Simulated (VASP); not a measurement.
A run of VASP 6.6.1 is set up as follows.

File POSCAR:

```
GaN
1.0
    0.0475278637      2.2964804052      2.2964804052
    2.2964804052      0.0475278637      2.2964804052
    2.2964804052      2.2964804052      0.0475278637
Ga N
1 1
Direct
    0.0011993600      0.0011993600      0.0011993600
    0.2488006400      0.2488006400      0.2488006400
```

INCAR.step1

```
PREC     = Accurate       # precision mode
ENCUT    = 520            # plane-wave cutoff, eV
ISMEAR   = 0              # smearing method
SIGMA    = 0.01           # smearing width, eV
LREAL    = F              # projectors in reciprocal space
LASPH    = T              # aspherical terms in the spheres
NELM     = 80             # most SCF steps
NBANDS   = 16             # bands
GGA      = PE             # functional
ALGO     = Normal         # electronic algorithm
EDIFF    = 1E-4           # SCF threshold, eV
LWAVE    = T              # write WAVECAR
LCHARG   = F              # write CHGCAR
```

Contents of INCAR.step2:

```
PREC     = Accurate       # precision mode
ENCUT    = 520            # plane-wave cutoff, eV
EDIFF    = 1E-6           # SCF threshold, eV
ISMEAR   = 0              # smearing method
SIGMA    = 0.01           # smearing width, eV
LREAL    = F              # projectors in reciprocal space
LASPH    = T              # aspherical terms in the spheres
NELM     = 80             # most SCF steps
ALGO     = Normal         # electronic algorithm
ISIF     = 2              # what is computed and relaxed
LWAVE    = F              # write WAVECAR
LCHARG   = F              # write CHGCAR
METAGGA  = R2SCAN         # meta-GGA
LMIXTAU  = T            
NBANDS   = 16             # bands
ISTART   = 1
```

KPOINTS

```
Automatic mesh
0
Gamma
  10 10 10
```

Potentials or basis: VASP PAW PBE potentials, release 64 (Ga_d, N).

Command:

```bash
$ cat potpaw_PBE.64/Ga_d/POTCAR potpaw_PBE.64/N/POTCAR > POTCAR
$ cp INCAR.step1 INCAR
$ mpirun -np 1 vasp_std > vasp.out
$ cp INCAR.step2 INCAR
$ mpirun -np 1 vasp_std > vasp.out
```

Q: Estimate the largest force.

A: 0.010 eV/Å.

Q: Estimate the pressure.

A: -4.5 GPa.

Q: Predict the band gap on the k mesh.

A: 1.86 eV, direct.

Stress tensor (GPa, compression positive):
```
-4.54 -3.33 -3.33
-3.33 -4.54 -3.33
-3.33 -3.33 -4.54
```

Caveat: the cell differs from its parent crystal (strain along [111] +3.2%); the PAW data sets were made with another functional, which shifts forces and pressure a little.
